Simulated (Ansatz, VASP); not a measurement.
One calculation of Cu3O2, two programs

```
Cu O
1.0
    -1.97455    1.97455    3.68420
     1.97455   -1.97455    3.68420
     1.97455    1.97455   -3.68420
Cu O
3 2
Direct
  0.25000 0.75000 0.50000
  0.75000 0.25000 0.50000
  0.00000 0.00000 0.00000
  0.00000 0.50000 0.50000
  0.50000 0.00000 0.50000
```

Alike in both runs: task single point; functional LDA; k mesh 14 × 14 × 14; occupations gaussian, width 0.15 eV; no spin polarisation.

```csv
,VASP,Ansatz
version,VASP 6.6.1,Ansatz 0.2.0
potentials or method,"VASP PAW LDA potentials, release 64 (Cu, O), cutoff 520 eV","scalar-relativistic, plane waves, PAW"
valence electrons in the cell,45,69
```

|  | VASP | Ansatz | Ansatz less VASP |
| --- | --- | --- | --- |
| gap on the k mesh at the Fermi level (eV) | none | none | - |
| pressure (GPa) | -7.3 | -8.4 | -1.07 |
| traceless stress, the component that is largest in VASP (GPa) | -6.37 | -7.33 | -0.961 |

Ansatz warns that its potentials were made for another functional, while VASP's fit it. LDA's correlation is that of Perdew and Zunger in VASP and of Perdew and Wang (1992) in Ansatz. A gap of «none» marks a metal or a gap that the smearing closes. VASP's potentials hold 45 valence electrons a cell and Ansatz's 69, so a difference there can come from the potentials and not from the codes.
